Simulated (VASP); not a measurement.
The system is HfC.

```
Hf C
1.0
     0.00000    2.32500    2.32500
     2.32500    0.00000    2.32500
     2.32500    2.32500    0.00000
Hf C
1 1
Direct
  0.50000 0.50000 0.50000
  0.00000 0.00000 0.00000
```

Base run:

| Property | Result |
| --- | --- |
| Program | VASP 6.6.1 |
| Functional | PBE |
| Potentials or basis | VASP PAW PBE potentials, release 64 (Hf_pv, C) |
| Cutoff | 520 eV |
| k mesh | 8 × 8 × 8 |
| Occupations | methfessel-paxton, width 0.1 eV |
| Spin | no spin polarisation |

Its results: band gap on the k mesh zero (band 7 reaches 6.96 eV, above the bottom of band 8 at 5.53 eV); pressure -0.4 GPa.

Question: The run is repeated on the same cell with these changes: k mesh from 8 × 8 × 8 to 5 × 5 × 5. What comes out?

Answer: Band gap on the k mesh zero (band 7 reaches 7.00 eV, above the bottom of band 8 at 5.77 eV); pressure 0.3 GPa.

Caveats: some runs use coarse meshes; spin-orbit coupling is left out, which moves the levels of the heavy elements.
